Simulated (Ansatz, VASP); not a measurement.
One calculation of Cr, two programs

```
Cr
1.0
     2.28222    0.00000    0.00000
     0.00000    2.28222    0.00000
     0.00000    0.00000    2.28222
Cr
1
Direct
  0.00000 0.00000 0.00000
```

Alike in both runs: functional LDA; k mesh 13 × 13 × 13; occupations fermi-dirac, width 0.1 eV; no spin polarisation.

Ansatz relaxed the structure, and its values are those at the end. VASP's run is a single point on that final structure, the one shown.

|  | VASP | Ansatz |
| --- | --- | --- |
| version | VASP 6.6.1 | Ansatz 0.2.0 |
| potentials or method | VASP PAW LDA potentials, release 64 (Cr_pv), cutoff 520 eV | plane waves (420 eV) with PAW, scalar-relativistic |
| valence electrons in the cell | 12 | 14 |

Ansatz gave:

```
pressure (GPa) : 0.0
```

**Question.** Which values does VASP return?

**Answer.** Pressure (GPa): 0.4.

Ansatz warns that its potentials were made for another functional, while VASP's fit it. LDA's correlation is that of Perdew and Zunger in VASP and of Perdew and Wang (1992) in Ansatz. VASP's potentials hold 12 valence electrons a cell and Ansatz's 14, so a difference there can come from the potentials and not from the codes.
